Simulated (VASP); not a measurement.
# SiO2: relaxation of cell and atoms with PBE

SiO2:

```
Si O
1.0
    -2.37405    2.37405    3.74400
     2.37405   -2.37405    3.74400
     2.37405    2.37405   -3.74400
Si O
2 4
Cartesian
  0.0000 0.0000 0.0000
  0.0000 2.3740 1.8720
  1.1870 2.9599 2.8080
  0.5858 1.1870 0.9360
  -1.1870 1.7882 2.8080
  -0.5858 3.5611 0.9360
```

```json
{"Program": "VASP 6.6.1", "Task": "relaxation of cell and atoms", "Functional": "PBE", "Potentials or basis": "VASP PAW PBE potentials, release 64 (Si, O)", "Cutoff": "600 eV", "k mesh": "8 × 8 × 8", "Occupations": "gaussian, width 0.02 eV", "Spin": "no spin polarisation", "Dipole correction": "no", "Further INCAR settings": "ALGO = Normal; EDIFF = 1e-06; IBRION = 2; EDIFFG = -0.01; NSW = 100; ISIF = 3"}
```

| Property | Result |
| --- | --- |
| Relaxed volume | 15.58 Å³/atom |
| Relaxed cell | a = 5.126 Å, b = 5.126 Å, c = 5.126 Å, α = 121.18°, β = 121.18°, γ = 87.97° |
| Space group after relaxing (to 0.1 Å) | I-42d (No. 122) |
| Energy gained by relaxing | 14.1 meV/atom |
| Ionic steps | 16 |
| Pressure after relaxing | 0.0 GPa |
| Band gap on the k mesh | 5.73 eV |

Step by step:
| step | energy change (eV) | largest force (eV/Å) | pressure (GPa) | volume (Å³) |
| --- | --- | --- | --- | --- |
| 1 | 0.0000 | 0.1282 | 3.44 | 84.41 |
| 2 | 0.0092 | 0.4607 | -3.99 | 88.15 |
| 3 | -0.0193 | 0.1464 | -0.08 | 86.07 |
| 4 | -0.0267 | 0.1446 | -0.06 | 86.35 |
| 5 | -0.0439 | 0.1423 | 0.03 | 87.17 |
| 6 | -0.0559 | 0.1346 | 0.08 | 88.73 |
| 7 | -0.0665 | 0.0466 | 0.79 | 89.46 |
| 8 | -0.0734 | 0.0646 | 1.76 | 90.55 |
| 9 | -0.0775 | 0.0380 | 1.25 | 91.13 |
| 10 | -0.0831 | 0.0431 | -0.25 | 92.87 |
| 11 | -0.0831 | 0.0472 | -0.39 | 93.00 |
| 12 | -0.0831 | 0.0460 | -0.36 | 92.95 |
| 13 | -0.0835 | 0.0391 | -0.32 | 93.09 |
| 14 | -0.0842 | 0.0226 | -0.27 | 93.48 |
| 15 | -0.0843 | 0.0161 | -0.24 | 93.67 |
| 16 | -0.0844 | 0.0003 | 0.03 | 93.46 |

Final structure:
```
Si O
1.0
    -2.51709    2.51709    3.68792
     2.51709   -2.51709    3.68792
     2.51709    2.51709   -3.68792
Si O
2 4
Direct
  0.00000 0.00000 0.00000
  0.75000 0.25000 0.50000
  0.96573 0.62500 0.84073
  0.37500 0.21573 0.34073
  0.78427 0.12500 0.15927
  0.87500 0.03427 0.65927
```

Levels at points of the mesh, in eV from the valence-band top:
```tsv
k point	band 13	band 14	band 15	band 16	band 17	band 18	band 19	band 20
(0.00, 0.00, 0.00)	-1.56	-0.63	0.00	0.00	5.73	8.72	10.18	10.23
(0.50, 0.00, 0.00)	-1.49	-0.80	-0.52	-0.13	7.92	8.81	9.56	10.02
(0.50, 0.50, 0.00)	-0.99	-0.99	-0.36	-0.36	8.89	8.89	10.02	10.02
(0.50, 0.50, 0.50)	-1.43	-1.43	-0.35	-0.35	8.72	8.72	10.21	10.21
```

Wall time 24 min on 1 thread of Intel Xeon 8259CL, on a shared host, peak memory 0.31 GiB.

A k mesh can miss the band edges. As with any semilocal functional, this PBE gap is likely too small.
